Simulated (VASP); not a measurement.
A run of VASP 6.6.1:

INCAR

```
SYSTEM = Ru
PREC     = Accurate       ! precision mode
ENCUT    = 500            ! plane-wave cutoff, eV
EDIFF    = 1E-6           ! SCF threshold, eV
ISMEAR   = -1             ! smearing method
SIGMA    = 0.05           ! smearing width, eV
LREAL    = .FALSE.        ! projectors in reciprocal space
LASPH    = .TRUE.         ! aspherical terms in the spheres
NELM     = 120            ! most SCF steps
ALGO     = Normal         ! electronic algorithm
ISIF     = 2              ! what is computed and relaxed
LWAVE    = .FALSE.        ! write WAVECAR
LCHARG   = .TRUE.         ! write CHGCAR
GGA      = PE             ! functional
LELF     = .TRUE.         ! ELF
LVHAR    = .TRUE.       
NBANDS   = 13             ! bands
GGA_COMPAT= .FALSE.
```

Contents of KPOINTS:

```
Automatic mesh
0
G
  18 18 18
  0 0 0
```

File POSCAR:

```
Ru
1.0
   -1.5265889639      1.5265889639      1.5265889639
    1.5265889639     -1.5265889639      1.5265889639
    1.5265889639      1.5265889639     -1.5265889639
Ru
1
Direct
    0.0000000000      0.0000000000      0.0000000000
```

Potentials or basis: VASP PAW PBE potentials, release 64 (Ru_pv).

Launch:

```sh
$ cat potpaw_PBE.64/Ru_pv/POTCAR > POTCAR
$ mpirun -np 1 vasp_std > vasp.out
```

Hardware: 1 thread of Intel Xeon 8259CL (shared host).

Question: Estimate the wall time of this run.

Answer: It took 34 s on 1 thread of Intel Xeon 8259CL (shared host), peak memory 0.15 GiB. Counts: scf iterations 11, k points 195.
